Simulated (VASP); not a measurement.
A run of VASP 6.6.1 is set up as follows.

File INCAR:

```
  ALGO = Normal
  EDIFF = 1E-7
  ENCUT = 520
  GGA = PE
  ISIF = 2
  ISMEAR = -1
  LASPH = T
  LCHARG = T
  LELF = T
  LREAL = F
  LVHAR = T
  LWAVE = F
  NBANDS = 26
  NELM = 100
  PREC = Accurate
  SIGMA = 0.02
```

KPOINTS

```
k-points
0
Gamma
  12 12 6
```

File POSCAR:

```
ZnO
1.0
    3.2798924662      0.0000000000      0.0000000000
   -1.6399462331      2.8404701974      0.0000000000
    0.0000000000      0.0000000000      5.2939991033
Zn O
2 2
Direct
    0.3333333333      0.6666666667      0.4999632668
    0.6666666667      0.3333333333     -0.0000367332
    0.6666666667      0.3333333333      0.3790467332
    0.3333333333      0.6666666667      0.8790467332
```

Potentials or basis: VASP PAW PBE potentials, release 64 (Zn, O).

Command:

```console
$ cat potpaw_PBE.64/Zn/POTCAR potpaw_PBE.64/O/POTCAR > POTCAR
$ mpirun -np 1 vasp_std > vasp.out
```

Q: What does it give for the pressure?

A: 0.9 GPa.

Q: What does it give for the band gap on the k mesh?

A: 0.73 eV, direct.

**Experimental background.**

“Electronic structure of alkaline earth and post-transition metal oxides”, 2009, arxiv:0908.1581 quotes, for a bulk crystal of ZnO: band gap 3.37 eV.

A measured gap of ZnO is 3.37 eV (quoted in “Electronic structure of alkaline earth and post-transition metal oxides”, 2009, arxiv:0908.1581); the calculated 0.73 eV misses it by -2.64 eV. So large a miss can be the level of theory's own, or it may mean another phase, state or a wrong row. The value is that of PBE, without temperature or zero-point motion. Semilocal functionals fall short of measured gaps as a rule.
